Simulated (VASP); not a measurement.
# Sb (R-3m) in VASP: single point with PBEsol

Aim: the single point of Sb with PBEsol.

Program: VASP 6.6.1. These are calculated values, not measurements. Logs are shortened: lines on timing, memory, paths and dates and some standing lists are left out, and cuts for length are marked.

### Step 1. The cell of the first run

Symmetry: R-3m, No. 166, trigonal system. The conventional cell has a = 4.367 Å, b = 4.367 Å, c = 11.482 Å, α = 90.00°, β = 90.00°, γ = 120.00°. Sb (site symmetry 3m) has 6 Sb at 2.94 to 3.42 Å within 3.9 Å.

### Step 2. Single point, PBEsol (31.61 Å³/atom)

The input, INCAR:

```
PREC     = Accurate       # precision mode
ENCUT    = 500            # plane-wave cutoff, eV
EDIFF    = 1E-6           # SCF threshold, eV
ISMEAR   = 0              # smearing method
SIGMA    = 0.1            # smearing width, eV
LREAL    = F              # projectors in reciprocal space
LASPH    = T              # aspherical terms in the spheres
NELM     = 120            # most SCF steps
ALGO     = Normal         # electronic algorithm
ISIF     = 2              # what is computed and relaxed
LWAVE    = F              # write WAVECAR
LCHARG   = F              # write CHGCAR
GGA      = PS             # functional
NBANDS   = 22             # bands
GGA_COMPAT= F
```

The input, KPOINTS:

```
Automatic mesh
0
Gamma
  12 12 12
```

The input, POSCAR:

```
Sb
1.0
    2.1836938127      1.2607562105      3.8273230940
   -2.1836938127      1.2607562105      3.8273230940
    0.0000000000     -2.5215124213      3.8273230939
Sb
2
Direct
    0.2326394056      0.2326394056      0.2326394056
    0.7673605944      0.7673605944      0.7673605944
```

Potentials or basis: VASP PAW PBE potentials, release 64 (Sb_d_GW).

Command:

```console
cat potpaw_PBE.64/Sb_d_GW/POTCAR > POTCAR
mpirun -np 1 vasp_std > vasp.out
```

OUTCAR:

```text
PREC = Accurate
   ENCUT = 500
   EDIFF = 1E-6
   ISMEAR = 0
   LREAL = F
   LASPH = T
   NELM = 120
   ISIF = 2
   GGA = PS

 ion  position               nearest neighbor table
   1  0.233  0.233  0.233-   2 2.94   2 2.94   2 2.94   2 3.42   2 3.42   2 3.42
   2  0.767  0.767  0.767-   1 2.94   1 2.94   1 2.94   1 3.42   1 3.42   1 3.42

  LATTYP: Found a trigonal (rhomboedric) cell.
 ALAT       =     4.5832768797
 COS(alpha) =     0.5459943114

  Lattice vectors:

 A1 = (   2.1836938127,   1.2607562105,   3.8273230940)
 A2 = (  -2.1836938127,   1.2607562105,   3.8273230940)
 A3 = (   0.0000000000,  -2.5215124213,   3.8273230939)

Analysis of symmetry for initial positions (statically):
=====================================================================
 Subroutine PRICEL returns:
 Original cell was already a primitive cell.

 Routine SETGRP: Setting up the symmetry group for a
 trigonal (rhombohedral) supercell.

 Subroutine GETGRP returns: Found 12 space group operations
 (whereof 12 operations were pure point group operations)
 out of a pool of 12 trial point group operations.

The static configuration has the point symmetry D_3d.

Analysis of symmetry for dynamics (positions and initial velocities):
=====================================================================
 Subroutine PRICEL returns:
 Original cell was already a primitive cell.

 Routine SETGRP: Setting up the symmetry group for a
 trigonal (rhombohedral) supercell.

 Subroutine GETGRP returns: Found 12 space group operations
 (whereof 12 operations were pure point group operations)
 out of a pool of 12 trial point group operations.

The dynamic configuration has the point symmetry D_3d.

 Subroutine INISYM returns: Found 12 space group operations
 (whereof 12 operations are pure point group operations),
 and found     1 'primitive' translations

----------------------------------------------------------------------------------------

                                     Primitive cell

  volume of cell :      63.2221

  direct lattice vectors                    reciprocal lattice vectors
     2.183693813  1.260756211  3.827323094     0.228969830  0.132195793  0.087093074
    -2.183693813  1.260756211  3.827323094    -0.228969830  0.132195793  0.087093074
     0.000000000 -2.521512421  3.827323094     0.000000000 -0.264391585  0.087093074

  length of vectors
[... 79 lines left out ...]
   LASPH  =      T    aspherical Exc in radial PAW
   ENCUT  =  500.0 eV  36.75 Ry    6.06 a.u.   8.36  8.36  8.36*2*pi/ulx,y,z
   NELM   =    120;   NELMIN=  2; NELMDL= -5     # of ELM steps
   EDIFF  = 0.1E-05   stopping-criterion for ELM
   LREAL  =      F    real-space projection
   EDIFFG = 0.1E-04   stopping-criterion for IOM
   NSW    =      0    number of steps for IOM
   IBRION =     -1    ionic relax: 0-MD 1-quasi-New 2-CG
   NFREE  =      0    steps in history (QN), initial steepest desc. (CG)
   ISIF   =      2    stress and relaxation
   ISYM   =      2    0-nonsym 1-usesym 2-fastsym
   POTIM  = 0.5000    time-step for ionic-motion
   TEBEG  =    0.0;   TEEND  =   0.0 temperature during run
   PSTRESS=    0.0 pullay stress
   NELECT =      30.0000    total number of electrons
   NUPDOWN=      -1.0000    fix difference up-down
   EMIN   =  10.00;   EMAX   =-10.00  energy-range for DOS
   EFERMI =   0.00;   METHOD = LEGACY
   ISMEAR =     0;   SIGMA  =   0.10  broadening in eV -4-tet -1-fermi 0-gaus
   EFERMI_NEDOS =   21; number of points for ismear=-14 and -15
   IALGO  =     38    algorithm
   IMIX   =      4    mixing-type and parameters
     AMIX     =   0.40;   BMIX     =  1.00
     AMIX_MAG =   1.60;   BMIX_MAG =  1.00
  volume/ion in A,a.u.               =      31.61       213.32
  Fermi-wavevector in a.u.,A,eV,Ry     =   1.276906  2.413002 22.184139  1.630488
  Thomas-Fermi vector in A             =   2.409535
   LORBIT       =      0    0 simple, 1 ext, 2 COOP (PROOUT), +10 PAW based schemes
   GGA     = PS    functional components
   LHFCALC =     F    Hartree Fock is set to
   AEXX    =    0.0000 exact exchange contribution
   IVDW    =     0    specifies the selected vdW correction
   LEPSILON=     F    determine dielectric tensor
   LRPA    =     F    only Hartree local field effects (RPA)
 non-spin polarized calculation
 Gauss-broadening in eV      SIGMA  =   0.10
  energy-cutoff  :      500.00
  volume of cell :       63.22
 maximum number of plane-waves:      1621
 NGX is ok and might be reduce to    36
   NGX = 17   NGY = 17   NGZ = 17

 number of electron      30.0000001 magnetization

 Free energy of the ion-electron system (eV)
  ---------------------------------------------------
  ext. energy  EPLUGINS =         0.00000000
  ---------------------------------------------------
  free energy    TOTEN  =        -9.13916662 eV

  energy without entropy =       -9.13855528  energy(sigma->0) =       -9.13886095

 E-fermi :   4.6765     XC(G=0):  -9.8474

 val. band max:        4.5932376561   @ k =   0.4167   0.0833   0.0833
 cond. band min:       4.6979381344   @ k =   0.3333   0.1667   0.1667
 fundamental gap:      0.1047004783
 Fermi energy:         4.6764660899

 k-point     1 :       0.0000    0.0000    0.0000
  band No.  band energies     occupation
      1     -24.5492      2.00000
      2     -24.5492      2.00000
      3     -24.4714      2.00000
      4     -24.4714      2.00000
      5     -24.4470      2.00000
      6     -24.3714      2.00000
[... 589 lines left out ...]
     21      12.4686      0.00000
     22      14.6808      0.00000

 [... further k-points ...]

------------------------ aborting loop because EDIFF is reached ----------------------------------------

  FORCE on cell =-STRESS in cart. coord.  units (eV):
  Direction    XX          YY          ZZ          XY          YZ          ZX
  --------------------------------------------------------------------------------------
  -------------------------------------------------------------------------------------
  Total       -0.8498426     -0.8498426     -0.8510289      0.0000000     -0.0000000      0.0000000
  in kB      -21.5367337    -21.5367337    -21.5667967      0.0000000     -0.0000000      0.0000000
  external PRESSURE =     -21.5467547 kB  Pullay stress =       0.0000000 kB

 VOLUME and BASIS-vectors are now :
 -----------------------------------------------------------------------------
  energy-cutoff  :      500.00
  volume of cell :       63.22
      direct lattice vectors                 reciprocal lattice vectors
     2.183693813  1.260756211  3.827323094     0.228969830  0.132195793  0.087093074
    -2.183693813  1.260756211  3.827323094    -0.228969830  0.132195793  0.087093074
     0.000000000 -2.521512421  3.827323094     0.000000000 -0.264391585  0.087093074

 POSITION                                       TOTAL-FORCE (eV/Angst)
 -----------------------------------------------------------------------------------
      0.00000     -0.00000      2.67116         0.000000      0.000000     -0.001294
      0.00000     -0.00000      8.81081         0.000000     -0.000000      0.001294
 -----------------------------------------------------------------------------------
    total drift:                                0.000000     -0.000000      0.000000

  FREE ENERGIE OF THE ION-ELECTRON SYSTEM (eV)
  ---------------------------------------------------
  free  energy   TOTEN  =        -9.1391666211 eV

  energy  without entropy=       -9.1385552836  energy(sigma->0) =       -9.13886095
```

stdout:

```text
POSCAR found type information on POSCAR Sb
 POSCAR found :  1 types and       2 ions
 scaLAPACK will be used
 -----------------------------------------------------------------------------
|                                                                             |
|                                                                             |
|     You enforced a specific xc type in the INCAR file but a different       |
|     I HOPE YOU KNOW WHAT YOU ARE DOING!                                     |
|                                                                             |
 -----------------------------------------------------------------------------

 LDA part: xc-table for (Slater+PW92), standard interpolation
 POSCAR, INCAR and KPOINTS ok, starting setup
 FFT: planning ... GRIDC
 FFT: planning ... GRID_SOFT
 FFT: planning ... GRID
 WAVECAR not read
 entering main loop
```

It took 2.5 min on 1 thread of Intel Xeon Platinum 8559C (Emerald Rapids), shared host; peak memory 0.38 GiB.

Results:

* Free energy: -9.1392 eV
* Pressure: -2.2 GPa
* Band gap on the k mesh: zero (bands 15 and 16 overlap by 0.21 eV)

Caveat: the PAW data sets were made with another functional, which shifts forces and pressure a little; spin-orbit coupling is left out, which moves the levels of the heavy elements.

The gap in the log of VASP goes by the Fermi energy; the results here count the filled bands.